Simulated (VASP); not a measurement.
A run of VASP 6.6.1 is set up as follows.

File INCAR:

```
SYSTEM = VClO
  PREC = Accurate
  ENCUT = 520
  EDIFF = 1E-6
  ISMEAR = 0
  SIGMA = 0.05
  LREAL = .FALSE.
  LASPH = .TRUE.
  NELM = 150
  ALGO = Normal
  ISIF = 2
  LWAVE = .FALSE.
  LCHARG = .FALSE.
  ISPIN = 2
  MAGMOM = 1.47 -1.47 0 0 0 0
  LORBIT = 11
  LMAXMIX = 4
  LDAU = .TRUE.
  LDAUTYPE = 1
  LDAUL = 2 -1 -1
  LDAUU = 4 0 0
  LDAUJ = 0.7 0 0
  LDAUPRINT = 1
  GGA = PS
  NBANDS = 39
```

KPOINTS

```
Automatic mesh
0
G
  6 5 3
  0 0 0
```

The input POSCAR:

```
VClO
1.0
    3.2999995500      0.0000000000      0.0000000000
    0.0000000000      3.7799994900      0.0000000000
    0.0000000000      0.0000000000      7.9099989300
V Cl O
2 2 2
Direct
    0.0000000000      0.5000000000      0.1148000000
    0.5000000000      0.0000000000      0.8852000000
    0.5000000000      0.5000000000      0.3279000000
    0.0000000000      0.0000000000      0.6721000000
    0.5000000000      0.5000000000      0.9542000000
    0.0000000000      0.0000000000      0.0458000000
```

Potentials or basis: VASP PAW PBE potentials, release 64 (V_sv, Cl, O).

The run is started by

```console
$ cat potpaw_PBE.64/V_sv/POTCAR potpaw_PBE.64/Cl/POTCAR potpaw_PBE.64/O/POTCAR > POTCAR
$ mpirun -np 1 vasp_std > vasp.out
```

**Question.** What does it give for the net moment?

**Answer.** 0.00 μB per cell.

**Question.** What does it give for the largest force?

**Answer.** 0.271 eV/Å.

Stress tensor (GPa, compression positive):
```
3.79 0.00 0.00
0.00 3.61 0.00
0.00 0.00 2.76
```

Caveat: the cell stands under pressure; the PAW data sets were made with another functional, which shifts forces and pressure a little. The state reached can hang on the start; a lower one may exist.
